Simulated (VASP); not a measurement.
A run of VASP 6.6.1 is set up as follows.

File INCAR:

```
  PREC = Accurate
  ENCUT = 520
  EDIFF = 1E-6
  ISMEAR = -1
  SIGMA = 0.1
  LREAL = False
  LASPH = True
  NELM = 60
  ALGO = Normal
  ISIF = 2
  LWAVE = False
  LCHARG = False
  GGA = CA
  NBANDS = 10
```

KPOINTS

```
regular mesh
0
Gamma
  15 15 15
```

The input POSCAR:

```
Ir
1.0
    2.4575458103      0.0000000000      0.0000000000
    0.0000000000      2.4575458103      0.0000000000
    0.0000000000      0.0000000000      2.4575458103
Ir
1
Direct
    0.0000000000      0.0000000000      0.0000000000
```

Potentials or basis: VASP PAW LDA potentials, release 64 (Ir).

Launch:

```bash
$ cat potpaw_LDA.64/Ir/POTCAR > POTCAR
$ mpirun -np 1 vasp_std > vasp.out
```

(1) Predict the pressure.

Answers

(1) 31.6 GPa.
